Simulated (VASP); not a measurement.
# B17HN18 (a cell with a defect) in VASP: a series of runs, part 3 of 3

VASP 6.6.1. The steps go on from the part before.

**4. Single point, PBE, collinear spin**

INCAR

```
ALGO = Normal
EDIFF = 1E-6
ENCUT = 520
GGA = PE
GGA_COMPAT = F
ISIF = 2
ISMEAR = 0
ISPIN = 2
ISYM = -1
LASPH = T
LCHARG = T
LELF = T
LORBIT = 11
LREAL = Auto
LVHAR = T
LWAVE = F
MAGMOM = 0 0 0 0.01 0 0 0 0 0 0 0 0 0 0 0.01 0 0 0.01 0 0.04 0 0.01 0 0 0 0.29 0 0.02 0 0 0 0.21 0 0.01 0 0
NBANDS = 99
NELECT = 143.0
NELM = 200
NUPDOWN = 1.0
PREC = Accurate
SIGMA = 0.01
```

KPOINTS

```
explicit points
1
Reciprocal
  0.25000000   0.25000000   0.25000000 1
```

POSCAR

```
B17HN18
1.0
    7.4650312800      0.0000000000      0.0000000000
   -3.7325156400      6.4649067300      0.0000000000
    0.0000000000      0.0000000000      6.4954828800
B N H
17 18 1
Direct
    0.1112322385      0.2218659817      0.2500989940
    0.2220427522      0.1099420316      0.7500049558
    0.1109894937      0.5549086136      0.2500629311
    0.2263170553      0.4459366958      0.7499567421
    0.1109131914      0.8883598298      0.2500287826
    0.2218408633      0.7774308354      0.7498630971
    0.4446515993      0.2222019998      0.2499675036
    0.5543573905      0.1098369377      0.7501683584
    0.4446894088      0.5548733245      0.2500366978
    0.4445443886      0.8883811333      0.2501053637
    0.5577702364      0.7788007937      0.7499706536
    0.7777464304      0.2218813891      0.2500899817
    0.8900256464      0.1143629726      0.7498963814
    0.7772654283      0.5548587650      0.2501532223
    0.8849390075      0.4470327954      0.7498115461
    0.7776621953      0.8882081381      0.2500436573
    0.8872230719      0.7772067087      0.7495878278
    0.1122994644      0.2228224925      0.7497964903
    0.2217459786      0.1109749425      0.2501819737
    0.1114822106      0.5556256443      0.7499625762
    0.2217568080      0.4442861353      0.2499947215
    0.1111404062      0.8882478189      0.7497286399
    0.2218153008      0.7776635006      0.2500532684
    0.4384465969      0.2103517285      0.7505033801
    0.5551732151      0.1109860631      0.2499877248
    0.4431021792      0.5645468072      0.7503454152
    0.5550523946      0.4442125281      0.2500283040
    0.4445579789      0.8881720858      0.7498846548
    0.5552206806      0.7777482368      0.2501887841
    0.7776228003      0.2232600478      0.7500722220
    0.8885017306      0.1110396400      0.2500826396
    0.7852922199      0.5633546232      0.7491594557
    0.8884800300      0.4443085300      0.2501967028
    0.7805494406      0.8933907244      0.7498499702
    0.8884808799      0.7777436557      0.2498503042
    0.5228555670      0.3707484095      0.7502860763
```

Potentials or basis: VASP PAW PBE potentials, release 64 (B, N, H).

Launch:

```bash
$ cat potpaw_PBE.64/B/POTCAR potpaw_PBE.64/N/POTCAR potpaw_PBE.64/H/POTCAR > POTCAR
$ mpirun -np 1 vasp_std > vasp.out
```

OUTCAR:

```text
EDIFF = 1E-6
   ENCUT = 520
   GGA = PE
   ISIF = 2
   ISMEAR = 0
   ISPIN = 2
   ISYM = -1
   LASPH = T
   LORBIT = 11
   LREAL = Auto
   NELECT = 143.0
   NELM = 200
   NUPDOWN = 1.0
   PREC = Accurate

 ion  position               nearest neighbor table
   1  0.111  0.222  0.250-  19 1.43  21 1.44  31 1.44
   2  0.222  0.110  0.750-  24 1.40  22 1.43  18 1.44
   3  0.111  0.555  0.250-  21 1.43  33 1.44  23 1.44
   4  0.226  0.446  0.750-  26 1.40  18 1.44  20 1.45
   5  0.111  0.888  0.250-  23 1.43  35 1.44  19 1.44
   6  0.222  0.777  0.750-  22 1.43  20 1.43  28 1.44
[... 17 lines left out ...]
  24  0.438  0.210  0.751-  36 1.04   2 1.40   8 1.40
  25  0.555  0.111  0.250-   7 1.43  12 1.44  10 1.44
  26  0.443  0.565  0.750-  11 1.39   4 1.40
  27  0.555  0.444  0.250-   9 1.43   7 1.44  14 1.44
  28  0.445  0.888  0.750-   8 1.43  11 1.44   6 1.44
  29  0.555  0.778  0.250-  10 1.43  16 1.44   9 1.44
  30  0.778  0.223  0.750-  13 1.43   8 1.44  15 1.45
  31  0.889  0.111  0.250-  12 1.43   1 1.44  16 1.44
  32  0.785  0.563  0.749-  17 1.38  15 1.40
  33  0.888  0.444  0.250-  14 1.43  12 1.44   3 1.44
  34  0.781  0.893  0.750-  13 1.43  11 1.44  17 1.44
  35  0.888  0.778  0.250-  16 1.43   5 1.44  14 1.44
  36  0.523  0.371  0.750-  24 1.04

IMPORTANT INFORMATION: All symmetrisations will be switched off!
NOSYMM: (Re-)initialisation of all symmetry stuff for point group C_1.

----------------------------------------------------------------------------------------

                                     Primitive cell

  volume of cell :     313.4768

  direct lattice vectors                    reciprocal lattice vectors
     7.465031280  0.000000000  0.000000000     0.133957912  0.077340636  0.000000000
    -3.732515640  6.464906730  0.000000000     0.000000000  0.154681273  0.000000000
     0.000000000  0.000000000  6.495482880     0.000000000  0.000000000  0.153953142

  length of vectors
     7.465031280  7.465031281  6.495482880     0.154681273  0.154681273  0.153953142

  position of ions in fractional coordinates (direct lattice)
     0.111232239  0.221865982  0.250098994
     0.222042752  0.109942032  0.750004956
     0.110989494  0.554908614  0.250062931
     0.226317055  0.445936696  0.749956742
     0.110913191  0.888359830  0.250028783
     0.221840863  0.777430835  0.749863097
[... 28 lines left out ...]
     0.888480880  0.777743656  0.249850304
     0.522855567  0.370748410  0.750286076

  ion indices of the primitive-cell ions
   primitive index   ion index
                 1           1
                 2           2
                 3           3
                 4           4
                 5           5
                 6           6
[... 28 lines left out ...]
                35          35
                36          36

----------------------------------------------------------------------------------------

 KPOINTS: explicit points

Read explicit list of k-points.

 Found      1 k-points:

 Following reciprocal coordinates:
            Coordinates               Weight
  0.250000  0.250000  0.250000      1.000000
   k-points           NKPTS =      1   k-points in BZ     NKDIM =      1   number of bands    NBANDS=     99
   number of dos      NEDOS =    301   number of ions     NIONS =     36
   total plane-waves  NPLWV = 150528
   dimension x,y,z NGX =    56 NGY =   56 NGZ =   48
   dimension x,y,z NGXF=   112 NGYF=  112 NGZF=   96
   ions per type =              17  18   1
   NGX,Y,Z   is equivalent  to a cutoff of  12.47, 12.47, 12.29 a.u.
   NGXF,Y,Z  is equivalent  to a cutoff of  24.94, 24.94, 24.57 a.u.
 SYSTEM =  unknown system
   PREC   = accura    normal or accurate (medium, high low for compatibility)
   ISTART =      0    job   : 0-new  1-cont  2-samecut
   ICHARG =      2    charge: 1-file 2-atom 10-const
   ISPIN  =      2    spin polarized calculation?
   LNONCOLLINEAR =      F non collinear calculations
   LSORBIT =      F    spin-orbit coupling
   LASPH  =      T    aspherical Exc in radial PAW
   ENCUT  =  520.0 eV  38.22 Ry    6.18 a.u.  13.88 13.88 12.08*2*pi/ulx,y,z
   NELM   =    200;   NELMIN=  2; NELMDL= -5     # of ELM steps
   EDIFF  = 0.1E-05   stopping-criterion for ELM
   LREAL  =      T    real-space projection
   EDIFFG = 0.1E-04   stopping-criterion for IOM
   NSW    =      0    number of steps for IOM
   IBRION =     -1    ionic relax: 0-MD 1-quasi-New 2-CG
   NFREE  =      0    steps in history (QN), initial steepest desc. (CG)
   ISIF   =      2    stress and relaxation
   ISYM   =     -1    0-nonsym 1-usesym 2-fastsym
   POTIM  = 0.5000    time-step for ionic-motion
   TEBEG  =    0.0;   TEEND  =   0.0 temperature during run
   PSTRESS=    0.0 pullay stress
   NELECT =     143.0000    total number of electrons
   NUPDOWN=       1.0000    fix difference up-down
   EMIN   =  10.00;   EMAX   =-10.00  energy-range for DOS
   EFERMI =   0.00;   METHOD = LEGACY
   ISMEAR =     0;   SIGMA  =   0.01  broadening in eV -4-tet -1-fermi 0-gaus
   EFERMI_NEDOS =   21; number of points for ismear=-14 and -15
   IALGO  =     38    algorithm
   IMIX   =      4    mixing-type and parameters
     AMIX     =   0.40;   BMIX     =  1.00
     AMIX_MAG =   1.60;   BMIX_MAG =  1.00
  volume/ion in A,a.u.               =       8.71        58.76
  Fermi-wavevector in a.u.,A,eV,Ry     =   1.260236  2.381500 21.608687  1.588194
  Thomas-Fermi vector in A             =   2.393755
   LORBIT       =     11    0 simple, 1 ext, 2 COOP (PROOUT), +10 PAW based schemes
   GGA     = PE    functional components
   LHFCALC =     F    Hartree Fock is set to
   AEXX    =    0.0000 exact exchange contribution
   IVDW    =     0    specifies the selected vdW correction
   LEPSILON=     F    determine dielectric tensor
   LRPA    =     F    only Hartree local field effects (RPA)
 spin polarized calculation
 Gauss-broadening in eV      SIGMA  =   0.01
  energy-cutoff  :      520.00
  volume of cell :      313.48
 maximum number of plane-waves:      8452
 NGX is ok and might be reduce to    56
   NGX = 27   NGY = 27   NGZ = 25

 number of electron     142.9999999 magnetization       0.9999966

 Free energy of the ion-electron system (eV)
  ---------------------------------------------------
  ext. energy  EPLUGINS =         0.00000000
  ---------------------------------------------------
  free energy    TOTEN  =      -303.17239905 eV

  energy without entropy =     -303.17239905  energy(sigma->0) =     -303.17239905

 E-fermi :   2.7113     XC(G=0): -10.2178

 val. band max:        2.9005562233   @ k =   0.2500   0.2500   0.2500
 cond. band min:       4.0539027544   @ k =   0.2500   0.2500   0.2500
 fundamental gap:      1.1533465311
 Fermi energy:         2.9512191655

 spin component 1

 k-point     1 :       0.2500    0.2500    0.2500
  band No.  band energies     occupation
      1     -15.4843      1.00000
      2     -14.9816      1.00000
      3     -14.9440      1.00000
      4     -14.6435      1.00000
      5     -14.2174      1.00000
      6     -13.7940      1.00000
[... 75 lines left out ...]
     82       9.0949      0.00000
     83       9.2491      0.00000
 Fermi energy:         2.7112615946

 spin component 2

 k-point     1 :       0.2500    0.2500    0.2500
  band No.  band energies     occupation
      1     -15.4837      1.00000
      2     -14.9808      1.00000
      3     -14.9438      1.00000
      4     -14.6006      1.00000
      5     -14.1585      1.00000
      6     -13.7001      1.00000
[... 75 lines left out ...]
     82       9.1041      0.00000
     83       9.2561      0.00000
 [bands above 83 left out]

------------------------ aborting loop because EDIFF is reached ----------------------------------------

  FORCE on cell =-STRESS in cart. coord.  units (eV):
  Direction    XX          YY          ZZ          XY          YZ          ZX
  --------------------------------------------------------------------------------------
  -------------------------------------------------------------------------------------
  Total       28.8970721     38.2431615     14.2153180      0.5425796     -0.1072722     -0.0618643
  in kB      147.6927190    195.4605117     72.6543836      2.7731204     -0.5482673     -0.3161878
  external PRESSURE =     138.6025381 kB  Pullay stress =       0.0000000 kB

 VOLUME and BASIS-vectors are now :
 -----------------------------------------------------------------------------
  energy-cutoff  :      520.00
  volume of cell :      313.48
      direct lattice vectors                 reciprocal lattice vectors
     7.465031280  0.000000000  0.000000000     0.133957912  0.077340636  0.000000000
    -3.732515640  6.464906730  0.000000000     0.000000000  0.154681273  0.000000000
     0.000000000  0.000000000  6.495482880     0.000000000  0.000000000  0.153953142

 POSITION                                       TOTAL-FORCE (eV/Angst)
 -----------------------------------------------------------------------------------
      0.00223      1.43434      1.62451        -0.002293      0.002407      0.000224
      1.24720      0.71076      4.87164         0.008981      0.009566      0.000564
     -1.24267      3.58743      1.62428        -0.001349      0.000761     -0.000157
      0.02500      2.88294      4.87133         0.007559     -0.010643     -0.000697
     -2.48785      5.74316      1.62406        -0.002120      0.000441      0.000012
     -1.24572      5.02602      4.87072         0.004337      0.010800      0.000479
[... 28 lines left out ...]
      3.72960      5.02804      1.62290         0.003175     -0.001149     -0.000994
      2.51931      2.39685      4.87347         0.006887     -0.014637      0.000035
 -----------------------------------------------------------------------------------
    total drift:                                0.004526     -0.000565     -0.000479

  FREE ENERGIE OF THE ION-ELECTRON SYSTEM (eV)
  ---------------------------------------------------
  free  energy   TOTEN  =      -303.1723990500 eV

  energy  without entropy=     -303.1723990500  energy(sigma->0) =     -303.17239905

 total charge

# of ion       s       p       d       tot
------------------------------------------
    1        0.758   1.456   0.000   2.215
    2        0.769   1.501   0.000   2.270
    3        0.758   1.454   0.000   2.212
    4        0.762   1.467   0.000   2.229
    5        0.758   1.455   0.000   2.213
    6        0.761   1.470   0.000   2.231
[... 28 lines left out ...]
   35        1.232   2.818   0.000   4.050
   36        0.595   0.103   0.000   0.698
--------------------------------------------------
tot         35.785  75.415   0.000 111.200

 magnetization (x)

# of ion       s       p       d       tot
------------------------------------------
    1       -0.000  -0.000   0.000  -0.000
    2        0.001   0.002   0.000   0.003
    3        0.000  -0.000   0.000   0.000
    4        0.003   0.012   0.000   0.014
    5        0.000  -0.000   0.000  -0.000
    6       -0.001  -0.002   0.000  -0.003
[... 28 lines left out ...]
   35       -0.000  -0.000   0.000  -0.000
   36       -0.000   0.002   0.000   0.002
--------------------------------------------------
tot          0.065   0.730   0.000   0.795
```

Wall time 3.5 min (1 thread of Intel Xeon 8259CL, shared host); peak memory 0.51 GiB.

What came out:

```yaml
Free_energy: -303.1724 eV
Largest_force: 0.030 eV/Å
Net_moment: 1.00 μB per cell
Site_moments: B -0.00, +0.00, +0.01, +0.02, -0.01 (each value once); N +0.01, -0.00, +0.05, +0.02, +0.38, +0.03, +0.00, +0.27 (each value once); H +0.00 μB
Valence_electrons_inside_the_program's_atomic_spheres: B 2.21, 2.27, 2.23, 2.28, 2.24, 2.22 (each value once); N 4.05, 4.02, 4.04, 4.08, 3.90, 3.92 (each value once); H 0.70
```

Forces on the atoms (eV/Å):
```
B   -0.002  0.002  0.000
B    0.009  0.010  0.001
B   -0.001  0.001  0.000
B    0.008 -0.011 -0.001
B   -0.002  0.000  0.000
B    0.004  0.011  0.000
B   -0.001  0.004  0.000
B   -0.003  0.005  0.000
B    0.001 -0.001  0.001
B   -0.001  0.001  0.000
B    0.010  0.008  0.000
B   -0.003  0.002  0.000
B   -0.004 -0.001  0.000
B   -0.005  0.000  0.001
B    0.005  0.000  0.002
B   -0.003 -0.001  0.000
B    0.007  0.002  0.000
N   -0.004  0.001  0.001
N    0.003 -0.002 -0.001
N   -0.001 -0.013  0.000
N    0.002  0.000 -0.001
N   -0.007 -0.004  0.000
N    0.002 -0.001 -0.001
N   -0.015  0.026  0.002
N    0.000 -0.003 -0.001
N    0.015 -0.003  0.000
N    0.000 -0.002 -0.001
N    0.005 -0.004  0.000
N    0.000 -0.001 -0.001
N    0.004 -0.006  0.000
N    0.002 -0.001 -0.001
N   -0.028 -0.005 -0.001
N    0.002  0.000 -0.001
N   -0.007 -0.001  0.000
N    0.003 -0.001 -0.001
H    0.007 -0.015  0.000
```

Caveat: the cell carries a net charge on a neutralising background, which shifts energy and pressure; the cell is charged against a uniform background, so pressure and absolute levels hang on convention; the total moment is fixed, so each spin has its own Fermi level and the state may be an excited one.
